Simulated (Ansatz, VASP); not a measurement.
# One calculation of Sb, two programs

Contents of INCAR:

```
  PREC = Accurate
  ENCUT = 520
  EDIFF = 1E-7
  ISMEAR = -1
  SIGMA = 0.1
  LREAL = False
  LASPH = True
  NELM = 80
  ALGO = Normal
  ISIF = 2
  LWAVE = False
  LCHARG = True
  LDIPOL = True
  IDIPOL = 3
  DIPOL = 0.5 0.5 0.500
  GGA = PE
  LELF = True
  LVHAR = True
  LVACPOTAV = True
  NBANDS = 18
```

KPOINTS

```
Automatic mesh
0
Gamma
  11 11 1
```

Contents of POSCAR:

```
Sb
1.0
    3.3888387676      0.0000000000      0.0000000000
   -1.6944193838      2.9348204621      0.0000000000
    0.0000000000      0.0000000000     24.3009000000
Sb
4
Direct
    0.0000000000      0.0000000000      0.3292053833
    0.3333333340      0.6666666660      0.4430684606
    0.6666666670      0.3333333330      0.5569315387
    0.0000000000      0.0000000000      0.6707946167
```

Input for Ansatz:

```yaml
crystal:
  lattice:
    - [3.3888387676, 0.0, 0.0]
    - [-1.6944193838, 2.9348204621, 0.0]
    - [0.0, 0.0, 24.3009]
  atoms:
    - { symbol: Sb, position: [0.0, 0.0, 0.3292053833] }
    - { symbol: Sb, position: [0.333333334, 0.666666666, 0.4430684606] }
    - { symbol: Sb, position: [0.666666667, 0.333333333, 0.5569315387] }
    - { symbol: Sb, position: [0.0, 0.0, 0.6707946167] }
kpoints:
  mp_grid: { grid: [11, 11, 1] }
scf:
  occupations: { method: fermi_dirac, width: 0.1 }
hamiltonian:
  xc: pbe
  pseudopotentials: { kind: all_electron, lapw: { basis_error: 0.001 } }
output:
  forces: true
  stress: true
  eigenvalues: true
  populations: true
  dos: { projected: true, de: 0.2, e_range: [-14, 8] }
efield:
  axis: 3
  amplitude: 0
  dipole_correction: true
```

Alike in both runs: task single point; functional PBE; k mesh 11 × 11 × 1; occupations fermi-dirac, width 0.1 eV; no spin polarisation.

|  | VASP | Ansatz |
| --- | --- | --- |
| version | VASP 6.6.1 | Ansatz 0.2.0 |
| potentials or method | VASP PAW PBE potentials, release 64 (Sb), cutoff 520 eV | all-electron LAPW, scalar-relativistic |

```csv
,VASP,Ansatz,Ansatz less VASP
rms of the force components (eV/Å),0.201,0.199,-0.0014
```

Atom by atom the forces differ by 0.003 eV/Å (rms over components). Ansatz ran all-electron here, and VASP with PAW potentials.

Neither program's run includes spin-orbit coupling.
